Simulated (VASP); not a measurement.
# CuAu3 (Pm-3m) in VASP: a series of runs, part 2 of 2

VASP 6.6.1.

### 5 Single point, LDA (16.08 Å³/atom)

This run uses another cell than the first one, of 16.08 Å³/atom.

The input, INCAR:

```
SYSTEM = CuAu3
PREC = Accurate
ENCUT = 520
EDIFF = 1E-6
ISMEAR = -1
SIGMA = 0.05
LREAL = .False.
LASPH = .True.
NELM = 60
ALGO = Normal
ISIF = 2
LWAVE = .False.
LCHARG = .False.
GGA = CA
NBANDS = 30
```

The input, KPOINTS:

```
regular mesh
0
Gamma
  9 9 9
  0 0 0
```

The input, POSCAR:

```
CuAu3
1.0
    4.0063583840      0.0000000000      0.0000000000
    0.0000000000      4.0063583840      0.0000000000
    0.0000000000      0.0000000000      4.0063583840
Cu Au
1 3
Direct
    0.0000000000      0.0000000000      0.0000000000
    0.0000000000      0.5000000000      0.5000000000
    0.5000000000      0.0000000000      0.5000000000
    0.5000000000      0.5000000000      0.0000000000
```

Potentials or basis: VASP PAW LDA potentials, release 64 (Cu, Au).

The run is started by

```
$ cat potpaw_LDA.64/Cu/POTCAR potpaw_LDA.64/Au/POTCAR > POTCAR
$ mpirun -np 1 vasp_std > vasp.out
```

OUTCAR:

```text
SYSTEM = CuAu3
   PREC = Accurate
   ENCUT = 520
   EDIFF = 1E-6
   ISMEAR = -1
   LREAL = .False.
   LASPH = .True.
   NELM = 60
   ISIF = 2
   GGA = CA

 ion  position               nearest neighbor table
   1  0.000  0.000  0.000-   2 2.83   3 2.83   4 2.83   2 2.83   3 2.83   2 2.83   4 2.83   2 2.83
                             3 2.83   4 2.83   3 2.83   4 2.83
   2  0.000  0.500  0.500-   1 2.83   3 2.83   4 2.83   1 2.83   4 2.83   1 2.83   3 2.83   1 2.83
                             3 2.83   4 2.83   4 2.83   3 2.83
[... 996 lines left out ...]
  Direction    XX          YY          ZZ          XY          YZ          ZX
  --------------------------------------------------------------------------------------
  -------------------------------------------------------------------------------------
  Total       -3.2654566     -3.2654566     -3.2654566     -0.0000000     -0.0000000      0.0000000
  in kB      -81.3589079    -81.3589079    -81.3589079     -0.0000000     -0.0000000      0.0000000
  external PRESSURE =     -81.3589079 kB  Pullay stress =       0.0000000 kB

 VOLUME and BASIS-vectors are now :
 -----------------------------------------------------------------------------
  energy-cutoff  :      520.00
  volume of cell :       64.31
      direct lattice vectors                 reciprocal lattice vectors
     4.006358384  0.000000000  0.000000000     0.249603232  0.000000000  0.000000000
     0.000000000  4.006358384  0.000000000     0.000000000  0.249603232  0.000000000
     0.000000000  0.000000000  4.006358384     0.000000000  0.000000000  0.249603232

 POSITION                                       TOTAL-FORCE (eV/Angst)
 -----------------------------------------------------------------------------------
      0.00000      0.00000      0.00000         0.000000      0.000000      0.000000
      0.00000      2.00318      2.00318         0.000000      0.000000      0.000000
      2.00318      0.00000      2.00318         0.000000      0.000000      0.000000
      2.00318      2.00318      0.00000         0.000000      0.000000      0.000000
 -----------------------------------------------------------------------------------
    total drift:                                0.000000      0.000000     -0.000000

  FREE ENERGIE OF THE ION-ELECTRON SYSTEM (eV)
  ---------------------------------------------------
  free  energy   TOTEN  =       -18.0634118436 eV

  energy  without entropy=      -18.0554707339  energy(sigma->0) =      -18.05944129
```

OSZICAR:

```text
N       E                     dE             d eps       ncg     rms          rms(c)
DAV:   1     0.358758635184E+03    0.35876E+03   -0.21450E+04  2172   0.181E+03
DAV:   2     0.343625138946E+01   -0.35532E+03   -0.33145E+03  2202   0.395E+02
DAV:   3    -0.193092318511E+02   -0.22745E+02   -0.21786E+02  2372   0.102E+02
DAV:   4    -0.197565578653E+02   -0.44733E+00   -0.44651E+00  2396   0.133E+01
DAV:   5    -0.197696865249E+02   -0.13129E-01   -0.13128E-01  2798   0.239E+00    0.175E+01
DAV:   6    -0.185350724904E+02    0.12346E+01   -0.96981E+00  2900   0.607E+01    0.924E+00
DAV:   7    -0.183658943114E+02    0.16918E+00   -0.41317E+00  2504   0.910E+01    0.101E+01
DAV:   8    -0.180738529309E+02    0.29204E+00   -0.31756E+00  2892   0.254E+01    0.398E+00
DAV:   9    -0.180736857672E+02    0.16716E-03   -0.17147E-01  2814   0.107E+01    0.806E-01
DAV:  10    -0.180635320436E+02    0.10154E-01   -0.70780E-02  2490   0.661E+00    0.128E-01
DAV:  11    -0.180634317289E+02    0.10031E-03   -0.23950E-03  3274   0.860E-01    0.513E-02
DAV:  12    -0.180634122616E+02    0.19467E-04   -0.17798E-04  3202   0.332E-01    0.151E-02
DAV:  13    -0.180634118298E+02    0.43187E-06   -0.16142E-05  3042   0.736E-02    0.336E-03
DAV:  14    -0.180634118436E+02   -0.13844E-07   -0.39865E-07  1398   0.452E-03
   1 F= -.18063412E+02 E0= -.18059441E+02  d E =-.794111E-02
```

stdout:

```text
POSCAR found type information on POSCAR CuAu
 POSCAR found :  2 types and       4 ions
 scaLAPACK will be used
 LDA part: xc-table for (Slater(with rela. corr.)+CA(PZ))
 , standard interpolation
 POSCAR, INCAR and KPOINTS ok, starting setup
 FFT: planning ... GRIDC
 FFT: planning ... GRID_SOFT
 FFT: planning ... GRID
 WAVECAR not read
 entering main loop
```

It took 37 s on 1 thread of AMD EPYC 9R45 (Zen 5), shared host; peak memory 0.16 GiB.

Results:

| Item | Value |
| --- | --- |
| Free energy | -18.0634 eV |
| Pressure | -8.1 GPa |
| Band gap on the k mesh | zero (bands 22 and 23 overlap by 1.55 eV) |

Caveat: the cell stands under tension; spin-orbit coupling is left out, which moves the levels of the heavy elements.

### 6 Single point, LDA (16.71 Å³/atom)

This run uses another cell than the first one, of 16.71 Å³/atom.

The input, INCAR:

```
SYSTEM = CuAu3
PREC     = Accurate       ! precision mode
ENCUT    = 520            ! plane-wave cutoff, eV
EDIFF    = 1E-6           ! SCF threshold, eV
ISMEAR   = -1             ! smearing method
SIGMA    = 0.05           ! smearing width, eV
LREAL    = .False.        ! projectors in reciprocal space
LASPH    = .True.         ! aspherical terms in the spheres
NELM     = 100            ! most SCF steps
ALGO     = Normal         ! electronic algorithm
ISIF     = 2              ! what is computed and relaxed
LWAVE    = .False.        ! write WAVECAR
LCHARG   = .True.         ! write CHGCAR
LELF     = .True.         ! ELF
LVHAR    = .True.       
NBANDS   = 30             ! bands
```

The input, KPOINTS:

```
Automatic mesh
0
Gamma
  9 9 9
  0 0 0
```

The input, POSCAR:

```
CuAu3
1.0
    4.0580590332      0.0000000000      0.0000000000
    0.0000000000      4.0580590332      0.0000000000
    0.0000000000      0.0000000000      4.0580590332
Cu Au
1 3
Direct
    0.0000000000      0.0000000000      0.0000000000
    0.0000000000      0.5000000000      0.5000000000
    0.5000000000      0.0000000000      0.5000000000
    0.5000000000      0.5000000000      0.0000000000
```

Potentials or basis: VASP PAW LDA potentials, release 64 (Cu, Au).

The run is started by

```
$ cat potpaw_LDA.64/Cu/POTCAR potpaw_LDA.64/Au/POTCAR > POTCAR
$ mpirun -np 1 vasp_std > vasp.out
```

OUTCAR:

```text
SYSTEM = CuAu3
   PREC = Accurate
   ENCUT = 520
   EDIFF = 1E-6
   ISMEAR = -1
   LREAL = .False.
   LASPH = .True.
   NELM = 100
   ISIF = 2

 ion  position               nearest neighbor table
   1  0.000  0.000  0.000-   2 2.87   3 2.87   4 2.87   2 2.87   3 2.87   2 2.87   4 2.87   2 2.87
                             3 2.87   4 2.87   3 2.87   4 2.87
   2  0.000  0.500  0.500-   1 2.87   3 2.87   4 2.87   1 2.87   4 2.87   1 2.87   3 2.87   1 2.87
                             3 2.87   4 2.87   4 2.87   3 2.87
   3  0.500  0.000  0.500-   1 2.87   2 2.87   4 2.87   1 2.87   4 2.87   2 2.87   4 2.87   4 2.87
                             1 2.87   2 2.87   1 2.87   2 2.87
   4  0.500  0.500  0.000-   1 2.87   2 2.87   3 2.87   2 2.87   3 2.87   1 2.87   3 2.87   3 2.87
                             1 2.87   2 2.87   2 2.87   1 2.87

  LATTYP: Found a simple cubic cell.
 ALAT       =     4.0580590332

  Lattice vectors:

 A1 = (   4.0580590332,   0.0000000000,   0.0000000000)
 A2 = (   0.0000000000,   4.0580590332,   0.0000000000)
 A3 = (   0.0000000000,   0.0000000000,   4.0580590332)

Analysis of symmetry for initial positions (statically):
=====================================================================
 Subroutine PRICEL returns:
 Original cell was already a primitive cell.

 Routine SETGRP: Setting up the symmetry group for a
 simple cubic supercell.

 Subroutine GETGRP returns: Found 48 space group operations
 (whereof 48 operations were pure point group operations)
 out of a pool of 48 trial point group operations.

The static configuration has the point symmetry O_h .

Analysis of symmetry for dynamics (positions and initial velocities):
=====================================================================
 Subroutine PRICEL returns:
 Original cell was already a primitive cell.

 Routine SETGRP: Setting up the symmetry group for a
 simple cubic supercell.

 Subroutine GETGRP returns: Found 48 space group operations
[... 125 lines left out ...]
   IMIX   =      4    mixing-type and parameters
     AMIX     =   0.40;   BMIX     =  1.00
     AMIX_MAG =   1.60;   BMIX_MAG =  1.00
  volume/ion in A,a.u.               =      16.71       112.74
  Fermi-wavevector in a.u.,A,eV,Ry     =   1.424210  2.691367 27.597705  2.028374
  Thomas-Fermi vector in A             =   2.544725
   LORBIT       =      0    0 simple, 1 ext, 2 COOP (PROOUT), +10 PAW based schemes
   GGA     = CA    functional components
   LHFCALC =     F    Hartree Fock is set to
   AEXX    =    0.0000 exact exchange contribution
   IVDW    =     0    specifies the selected vdW correction
   LEPSILON=     F    determine dielectric tensor
   LRPA    =     F    only Hartree local field effects (RPA)
 non-spin polarized calculation
  energy-cutoff  :      520.00
  volume of cell :       66.83
 maximum number of plane-waves:      1819
 NGX is ok and might be reduce to    30
   NGX = 15   NGY = 15   NGZ = 15

 number of electron      43.9999977 magnetization

 Free energy of the ion-electron system (eV)
  ---------------------------------------------------
  ext. energy  EPLUGINS =         0.00000000
  ---------------------------------------------------
  free energy    TOTEN  =       -17.89637904 eV

  energy without entropy =      -17.88902380  energy(sigma->0) =      -17.89270142

 E-fermi :   8.0680     XC(G=0): -12.6529

 val. band max:        7.9787986101   @ k =   0.4444   0.4444   0.0000
 cond. band min:       8.1259255738   @ k =   0.3333   0.3333   0.0000
 fundamental gap:      0.1471269638
 Fermi energy:         8.0679504977

 k-point     1 :       0.0000    0.0000    0.0000
  band No.  band energies     occupation
      1      -1.2891      2.00000
      2       1.1343      2.00000
      3       1.8762      2.00000
      4       1.8762      2.00000
      5       1.8762      2.00000
      6       1.9915      2.00000
[... 781 lines left out ...]
     29      17.6409      0.00000
     30      18.5274      0.00000

 [... further k-points ...]

------------------------ aborting loop because EDIFF is reached ----------------------------------------

  FORCE on cell =-STRESS in cart. coord.  units (eV):
  Direction    XX          YY          ZZ          XY          YZ          ZX
  --------------------------------------------------------------------------------------
  -------------------------------------------------------------------------------------
  Total       -5.4666661     -5.4666661     -5.4666661     -0.0000000      0.0000000      0.0000000
  in kB     -131.0623791   -131.0623791   -131.0623791     -0.0000000      0.0000000      0.0000000
  external PRESSURE =    -131.0623791 kB  Pullay stress =       0.0000000 kB

 VOLUME and BASIS-vectors are now :
 -----------------------------------------------------------------------------
  energy-cutoff  :      520.00
  volume of cell :       66.83
      direct lattice vectors                 reciprocal lattice vectors
     4.058059033  0.000000000  0.000000000     0.246423226  0.000000000  0.000000000
     0.000000000  4.058059033  0.000000000     0.000000000  0.246423226  0.000000000
     0.000000000  0.000000000  4.058059033     0.000000000  0.000000000  0.246423226

 POSITION                                       TOTAL-FORCE (eV/Angst)
 -----------------------------------------------------------------------------------
      0.00000      0.00000      0.00000         0.000000      0.000000      0.000000
      0.00000      2.02903      2.02903         0.000000      0.000000      0.000000
      2.02903      0.00000      2.02903         0.000000      0.000000      0.000000
      2.02903      2.02903      0.00000         0.000000      0.000000      0.000000
 -----------------------------------------------------------------------------------
    total drift:                                0.000000      0.000000     -0.000000

  FREE ENERGIE OF THE ION-ELECTRON SYSTEM (eV)
  ---------------------------------------------------
  free  energy   TOTEN  =       -17.8963790419 eV

  energy  without entropy=      -17.8890237956  energy(sigma->0) =      -17.89270142
```

OSZICAR:

```text
N       E                     dE             d eps       ncg     rms          rms(c)
DAV:   1     0.355583398183E+03    0.35558E+03   -0.21509E+04  2162   0.179E+03
DAV:   2     0.263608669611E+01   -0.35295E+03   -0.32786E+03  2258   0.389E+02
DAV:   3    -0.191455548386E+02   -0.21782E+02   -0.20818E+02  2348   0.996E+01
DAV:   4    -0.195735549071E+02   -0.42800E+00   -0.42709E+00  2436   0.129E+01
DAV:   5    -0.195871739035E+02   -0.13619E-01   -0.13618E-01  2894   0.252E+00    0.160E+01
DAV:   6    -0.184386474549E+02    0.11485E+01   -0.10973E+01  2914   0.636E+01    0.866E+00
DAV:   7    -0.181234410752E+02    0.31521E+00   -0.40235E+00  2486   0.923E+01    0.915E+00
DAV:   8    -0.179054699624E+02    0.21797E+00   -0.24272E+00  2900   0.222E+01    0.383E+00
DAV:   9    -0.179075660398E+02   -0.20961E-02   -0.16104E-01  2836   0.100E+01    0.843E-01
DAV:  10    -0.178965016138E+02    0.11064E-01   -0.77181E-02  2418   0.666E+00    0.130E-01
DAV:  11    -0.178964025510E+02    0.99063E-04   -0.24157E-03  3240   0.846E-01    0.499E-02
DAV:  12    -0.178963785275E+02    0.24024E-04   -0.15290E-04  3224   0.288E-01    0.128E-02
DAV:  13    -0.178963790419E+02   -0.51438E-06   -0.86590E-06  2310   0.238E-02
   1 F= -.17896379E+02 E0= -.17892701E+02  d E =-.735525E-02
```

It took 36 s on 1 thread of AMD EPYC 9R45 (Zen 5), shared host; peak memory 0.16 GiB.

Results:

```yaml
Free_energy: -17.8964 eV
Pressure: -13.1 GPa
Band_gap_on_the_k_mesh: zero (bands 22 and 23 overlap by 1.51 eV)
```

Caveat: the cell stands under tension; spin-orbit coupling is left out, which moves the levels of the heavy elements.

### 7 Summary

```csv
cell,gap on the mesh (eV),pressure (GPa)
"a = 4.032 Å, 4 atoms",none,-10.8
"a = 3.926 Å, 4 atoms",none,2.3
"a = 3.967 Å, 4 atoms",none,-3.4
"a = 4.006 Å, 4 atoms",none,-8.1
"a = 4.058 Å, 4 atoms",none,-13.1
```

Alike in all rows: task single point; level LDA; potentials or basis VASP PAW LDA potentials, release 64 (Cu, Au); no spin polarisation; k mesh 9 × 9 × 9; cutoff (eV) 520; smearing fermi-dirac 0.05 eV.

Caveats: spin-orbit coupling is left out, which moves the levels of the heavy elements; the cell stands under tension (at least some runs).

Absolute energies hang on the potentials; compare differences alone.
